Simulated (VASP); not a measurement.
# TaN (Fm-3m) in VASP: single point with PBEsol

Aim: the single point of TaN with PBEsol.

Everything below comes from runs of VASP 6.6.1. Logs are shortened: lines on timing, memory, paths and dates and some standing lists are left out, and cuts for length are marked.

**1. The cell of the first run**

Symmetry: Fm-3m, No. 225, cubic system. Conventional cell: a = 4.375 Å, b = 4.375 Å, c = 4.375 Å, α = 90.00°, β = 90.00°, γ = 90.00°. Within 2.9 Å of Ta (site symmetry m-3m) lie 6 N at 2.19 Å. Within 2.9 Å of N (site symmetry m-3m) lie 6 Ta at 2.19 Å.

**2. Single point, PBEsol**

INCAR

```
PREC     = Accurate       # precision mode
ENCUT    = 700            # plane-wave cutoff, eV
EDIFF    = 1E-6           # SCF threshold, eV
ISMEAR   = 0              # smearing method
SIGMA    = 0.1            # smearing width, eV
LREAL    = False          # projectors in reciprocal space
LASPH    = True           # aspherical terms in the spheres
NELM     = 120            # most SCF steps
ALGO     = Normal         # electronic algorithm
ISIF     = 2              # what is computed and relaxed
LWAVE    = False          # write WAVECAR
LCHARG   = True           # write CHGCAR
GGA      = PS             # functional
LELF     = True           # ELF
LVHAR    = True         
NBANDS   = 16             # bands
GGA_COMPAT= False
```

KPOINTS

```
Automatic mesh
0
Gamma
  16 16 16
```

POSCAR

```
TaN
1.0
    0.0000000000      2.1874108981      2.1874108981
    2.1874108981      0.0000000000      2.1874108981
    2.1874108981      2.1874108981      0.0000000000
Ta N
1 1
Direct
    0.0000000000      0.0000000000      0.0000000000
    0.5000000000      0.5000000000      0.5000000000
```

Potentials or basis: VASP PAW PBE potentials, release 64 (Ta_sv_GW, N).

Launch:

```sh
> cat potpaw_PBE.64/Ta_sv_GW/POTCAR potpaw_PBE.64/N/POTCAR > POTCAR
> mpirun -np 1 vasp_std > vasp.out
```

OUTCAR:

```text
PREC = Accurate
   ENCUT = 700
   EDIFF = 1E-6
   ISMEAR = 0
   LREAL = False
   LASPH = True
   NELM = 120
   ISIF = 2
   GGA = PS

 ion  position               nearest neighbor table
   1  0.000  0.000  0.000-   2 2.19   2 2.19   2 2.19   2 2.19   2 2.19   2 2.19
   2  0.500  0.500  0.500-   1 2.19   1 2.19   1 2.19   1 2.19   1 2.19   1 2.19

  LATTYP: Found a face centered cubic cell.
 ALAT       =     4.3748217962

  Lattice vectors:

 A1 = (   0.0000000000,   2.1874108981,   2.1874108981)
 A2 = (   2.1874108981,   0.0000000000,   2.1874108981)
 A3 = (   2.1874108981,   2.1874108981,   0.0000000000)

Analysis of symmetry for initial positions (statically):
=====================================================================
 Subroutine PRICEL returns:
 Original cell was already a primitive cell.

 Routine SETGRP: Setting up the symmetry group for a
 face centered cubic supercell.

 Subroutine GETGRP returns: Found 48 space group operations
 (whereof 48 operations were pure point group operations)
 out of a pool of 48 trial point group operations.

The static configuration has the point symmetry O_h .

Analysis of symmetry for dynamics (positions and initial velocities):
=====================================================================
 Subroutine PRICEL returns:
 Original cell was already a primitive cell.

 Routine SETGRP: Setting up the symmetry group for a
 face centered cubic supercell.

 Subroutine GETGRP returns: Found 48 space group operations
 (whereof 48 operations were pure point group operations)
 out of a pool of 48 trial point group operations.

The dynamic configuration has the point symmetry O_h .

 Subroutine INISYM returns: Found 48 space group operations
 (whereof 48 operations are pure point group operations),
 and found     1 'primitive' translations

----------------------------------------------------------------------------------------

                                     Primitive cell

  volume of cell :      20.9325

  direct lattice vectors                    reciprocal lattice vectors
     0.000000000  2.187410898  2.187410898    -0.228580739  0.228580739  0.228580739
     2.187410898  0.000000000  2.187410898     0.228580739 -0.228580739  0.228580739
     2.187410898  2.187410898  0.000000000     0.228580739  0.228580739 -0.228580739

  length of vectors
     3.093466159  3.093466159  3.093466159     0.395913454  0.395913454  0.395913454

  position of ions in fractional coordinates (direct lattice)
     0.000000000  0.000000000  0.000000000
     0.500000000  0.500000000  0.500000000

  ion indices of the primitive-cell ions
   primitive index   ion index
                 1           1
                 2           2

----------------------------------------------------------------------------------------

 KPOINTS: Automatic mesh

Automatic generation of k-mesh.
 Grid dimensions read from file:
 generate k-points for:   16   16   16

 Generating k-lattice:

  Cartesian coordinates                     Fractional coordinates (reciprocal lattice)
    -0.014286296  0.014286296  0.014286296     0.062500000  0.000000000  0.000000000
     0.014286296 -0.014286296  0.014286296     0.000000000  0.062500000  0.000000000
     0.014286296  0.014286296 -0.014286296     0.000000000  0.000000000  0.062500000

  Length of vectors
     0.024744591  0.024744591  0.024744591

  Shift w.r.t. Gamma in fractional coordinates (k-lattice)
     0.000000000  0.000000000  0.000000000

 Subroutine IBZKPT returns following result:
 ===========================================

 Found    145 irreducible k-points:

 Following reciprocal coordinates:
            Coordinates               Weight
  0.000000  0.000000  0.000000      1.000000
  0.062500  0.000000  0.000000      8.000000
  0.125000  0.000000  0.000000      8.000000
  0.187500  0.000000  0.000000      8.000000
  0.250000  0.000000  0.000000      8.000000
  0.312500  0.000000  0.000000      8.000000
[... 16 lines left out ...]
 -0.125000  0.062500  0.000000     24.000000
 -0.062500  0.062500  0.000000     12.000000
 [... further k-points ...]
   k-points           NKPTS =    145   k-points in BZ     NKDIM =    145   number of bands    NBANDS=     16
   number of dos      NEDOS =    301   number of ions     NIONS =      2
   total plane-waves  NPLWV =  21952
   dimension x,y,z NGX =    28 NGY =   28 NGZ =   28
   dimension x,y,z NGXF=    56 NGYF=   56 NGZF=   56
   ions per type =               1   1
   NGX,Y,Z   is equivalent  to a cutoff of  15.05, 15.05, 15.05 a.u.
   NGXF,Y,Z  is equivalent  to a cutoff of  30.09, 30.09, 30.09 a.u.
 SYSTEM =  unknown system
   PREC   = accura    normal or accurate (medium, high low for compatibility)
   ISTART =      0    job   : 0-new  1-cont  2-samecut
   ICHARG =      2    charge: 1-file 2-atom 10-const
   ISPIN  =      1    spin polarized calculation?
   LNONCOLLINEAR =      F non collinear calculations
   LSORBIT =      F    spin-orbit coupling
   LASPH  =      T    aspherical Exc in radial PAW
   ENCUT  =  700.0 eV  51.45 Ry    7.17 a.u.   6.67  6.67  6.67*2*pi/ulx,y,z
   NELM   =    120;   NELMIN=  2; NELMDL= -5     # of ELM steps
   EDIFF  = 0.1E-05   stopping-criterion for ELM
   LREAL  =      F    real-space projection
[... 7 lines left out ...]
   TEBEG  =    0.0;   TEEND  =   0.0 temperature during run
   PSTRESS=    0.0 pullay stress
   NELECT =      18.0000    total number of electrons
   NUPDOWN=      -1.0000    fix difference up-down
   EMIN   =  10.00;   EMAX   =-10.00  energy-range for DOS
   EFERMI =   0.00;   METHOD = LEGACY
   ISMEAR =     0;   SIGMA  =   0.10  broadening in eV -4-tet -1-fermi 0-gaus
   EFERMI_NEDOS =   21; number of points for ismear=-14 and -15
   IALGO  =     38    algorithm
   IMIX   =      4    mixing-type and parameters
     AMIX     =   0.40;   BMIX     =  1.00
     AMIX_MAG =   1.60;   BMIX_MAG =  1.00
  volume/ion in A,a.u.               =      10.47        70.63
  Fermi-wavevector in a.u.,A,eV,Ry     =   1.556773  2.941874 32.974294  2.423542
  Thomas-Fermi vector in A             =   2.660520
   LORBIT       =      0    0 simple, 1 ext, 2 COOP (PROOUT), +10 PAW based schemes
   GGA     = PS    functional components
   LHFCALC =     F    Hartree Fock is set to
   AEXX    =    0.0000 exact exchange contribution
   IVDW    =     0    specifies the selected vdW correction
   LEPSILON=     F    determine dielectric tensor
   LRPA    =     F    only Hartree local field effects (RPA)
 non-spin polarized calculation
 Gauss-broadening in eV      SIGMA  =   0.10
  energy-cutoff  :      700.00
  volume of cell :       20.93
 maximum number of plane-waves:       903
   NGX = 13   NGY = 13   NGZ = 13

 number of electron      18.0000000 magnetization

 Free energy of the ion-electron system (eV)
  ---------------------------------------------------
  ext. energy  EPLUGINS =         0.00000000
  ---------------------------------------------------
  free energy    TOTEN  =       -25.76152052 eV

  energy without entropy =      -25.75589549  energy(sigma->0) =      -25.75870800

 E-fermi :  13.8757     XC(G=0): -14.0506

 val. band max:       13.8654275614   @ k =  -0.2500   0.3750   0.1250
 cond. band min:      13.8806044135   @ k =  -0.3125   0.3125   0.1250
 fundamental gap:      0.0151768522
 Fermi energy:        13.8756945885

 k-point     1 :       0.0000    0.0000    0.0000
  band No.  band energies     occupation
      1     -55.5897      2.00000
      2     -21.7665      2.00000
      3     -21.7665      2.00000
      4     -21.7665      2.00000
      5      -5.0331      2.00000
      6      10.0453      2.00000
[... 8 lines left out ...]
     15      23.0228      0.00000
     16      38.3315      0.00000

 k-point     2 :       0.0625    0.0000    0.0000
  band No.  band energies     occupation
      1     -55.5874      2.00000
      2     -21.8043      2.00000
      3     -21.7699      2.00000
      4     -21.7699      2.00000
      5      -4.9345      2.00000
      6       9.5229      2.00000
[... 8 lines left out ...]
     15      23.3216      0.00000
     16      36.7404      0.00000

 k-point     3 :       0.1250    0.0000    0.0000
  band No.  band energies     occupation
      1     -55.5808      2.00000
      2     -21.9103      2.00000
      3     -21.7795      2.00000
      4     -21.7795      2.00000
      5      -4.6495      2.00000
      6       8.4708      2.00000
[... 8 lines left out ...]
     15      24.1520      0.00000
     16      34.4532      0.00000

 k-point     4 :       0.1875    0.0000    0.0000
  band No.  band energies     occupation
      1     -55.5709      2.00000
      2     -22.0651      2.00000
      3     -21.7939      2.00000
      4     -21.7939      2.00000
      5      -4.2086      2.00000
      6       7.2965      2.00000
[... 8 lines left out ...]
     15      25.2898      0.00000
     16      32.3929      0.00000

 k-point     5 :       0.2500    0.0000    0.0000
  band No.  band energies     occupation
      1     -55.5593      2.00000
      2     -22.2423      2.00000
      3     -21.8107      2.00000
      4     -21.8107      2.00000
      5      -3.6578      2.00000
      6       6.1441      2.00000
[... 8 lines left out ...]
     15      26.1816      0.00000
     16      31.2125      0.00000

 k-point     6 :       0.3125    0.0000    0.0000
  band No.  band energies     occupation
      1     -55.5476      2.00000
      2     -22.4140      2.00000
      3     -21.8274      2.00000
      4     -21.8274      2.00000
      5      -3.0565      2.00000
      6       5.0914      2.00000
[... 8 lines left out ...]
     15      26.1257      0.00000
     16      29.5757      0.00000

 k-point     7 :       0.3750    0.0000    0.0000
  band No.  band energies     occupation
      1     -55.5376      2.00000
      2     -22.5556      2.00000
      3     -21.8414      2.00000
      4     -21.8414      2.00000
      5      -2.4816      2.00000
      6       4.2087      2.00000
[... 8 lines left out ...]
     15      25.7613      0.00000
     16      27.7875      0.00000

 k-point     8 :       0.4375    0.0000    0.0000
  band No.  band energies     occupation
      1     -55.5310      2.00000
      2     -22.6484      2.00000
      3     -21.8508      2.00000
      4     -21.8508      2.00000
      5      -2.0416      2.00000
      6       3.5907      2.00000
[... 8 lines left out ...]
     15      25.6991      0.00000
     16      26.4617      0.00000

 k-point     9 :       0.5000    0.0000    0.0000
  band No.  band energies     occupation
      1     -55.5286      2.00000
      2     -22.6806      2.00000
      3     -21.8541      2.00000
      4     -21.8541      2.00000
      5      -1.8707      2.00000
      6       3.3617      2.00000
[... 8 lines left out ...]
     15      25.7388      0.00000
     16      25.9341      0.00000
[... 172 lines left out ...]
 k-point    19 :      -0.3750    0.0625    0.0000
  band No.  band energies     occupation
      1     -55.5338      2.00000
      2     -22.5824      2.00000
      3     -21.8796      2.00000
      4     -21.8404      2.00000
      5      -2.3423      2.00000
      6       4.0232      2.00000
[... 8 lines left out ...]
     15      25.5749      0.00000
     16      27.0601      0.00000

 k-point    20 :      -0.3125    0.0625    0.0000
  band No.  band energies     occupation
      1     -55.5427      2.00000
      2     -22.4593      2.00000
      3     -21.8703      2.00000
      4     -21.8228      2.00000
      5      -2.8519      2.00000
      6       4.7649      2.00000
[... 8 lines left out ...]
     15      25.9679      0.00000
     16      28.2533      0.00000

 k-point    21 :      -0.2500    0.0625    0.0000
  band No.  band energies     occupation
      1     -55.5538      2.00000
      2     -22.3008      2.00000
      3     -21.8548      2.00000
      4     -21.8042      2.00000
      5      -3.4252      2.00000
      6       5.6941      2.00000
[... 8 lines left out ...]
     15      26.3808      0.00000
     16      29.4384      0.00000

 k-point    22 :      -0.1875    0.0625    0.0000
  band No.  band energies     occupation
      1     -55.5655      2.00000
      2     -22.1294      2.00000
      3     -21.8349      2.00000
      4     -21.7874      2.00000
      5      -3.9777      2.00000
      6       6.7333      2.00000
[... 8 lines left out ...]
     15      25.8449      0.00000
     16      30.8468      0.00000

 k-point    23 :      -0.1250    0.0625    0.0000
  band No.  band energies     occupation
      1     -55.5760      2.00000
      2     -21.9718      2.00000
      3     -21.8130      2.00000
      4     -21.7749      2.00000
      5      -4.4448      2.00000
      6       7.8086      2.00000
[... 8 lines left out ...]
     15      24.7377      0.00000
     16      32.8924      0.00000

 k-point    24 :      -0.0625    0.0625    0.0000
  band No.  band energies     occupation
      1     -55.5837      2.00000
      2     -21.8564      2.00000
      3     -21.7902      2.00000
      4     -21.7688      2.00000
      5      -4.7757      2.00000
      6       8.8149      2.00000
[... 8 lines left out ...]
     15      23.7968      0.00000
     16      35.1642      0.00000

 [... further k-points ...]

------------------------ aborting loop because EDIFF is reached ----------------------------------------

  FORCE on cell =-STRESS in cart. coord.  units (eV):
  Direction    XX          YY          ZZ          XY          YZ          ZX
  --------------------------------------------------------------------------------------
  -------------------------------------------------------------------------------------
  Total        0.0324641      0.0324641      0.0324641     -0.0000000     -0.0000000      0.0000000
  in kB        2.4848049      2.4848049      2.4848049     -0.0000000     -0.0000000      0.0000000
  external PRESSURE =       2.4848049 kB  Pullay stress =       0.0000000 kB

 VOLUME and BASIS-vectors are now :
 -----------------------------------------------------------------------------
  energy-cutoff  :      700.00
  volume of cell :       20.93
      direct lattice vectors                 reciprocal lattice vectors
     0.000000000  2.187410898  2.187410898    -0.228580739  0.228580739  0.228580739
     2.187410898  0.000000000  2.187410898     0.228580739 -0.228580739  0.228580739
     2.187410898  2.187410898  0.000000000     0.228580739  0.228580739 -0.228580739

 POSITION                                       TOTAL-FORCE (eV/Angst)
 -----------------------------------------------------------------------------------
      0.00000      0.00000      0.00000         0.000000      0.000000      0.000000
      2.18741      2.18741      2.18741        -0.000000     -0.000000     -0.000000
 -----------------------------------------------------------------------------------
    total drift:                                0.000000      0.000000      0.000000

  FREE ENERGIE OF THE ION-ELECTRON SYSTEM (eV)
  ---------------------------------------------------
  free  energy   TOTEN  =       -25.7615205220 eV

  energy  without entropy=      -25.7558954861  energy(sigma->0) =      -25.75870800
```

Run time: 66 s. Hardware: 1 thread of Intel Xeon Platinum 8375C at 2.90GHz (Ice Lake), shared host; peak memory 0.23 GiB.

What came out:

- Free energy: -25.7615 eV
- Pressure: 0.2 GPa
- Band gap on the k mesh: zero (bands 9 and 10 overlap by 4.13 eV)

Caveat: the PAW data sets were made with another functional, which shifts forces and pressure a little; spin-orbit coupling is left out, which moves the levels of the heavy elements.
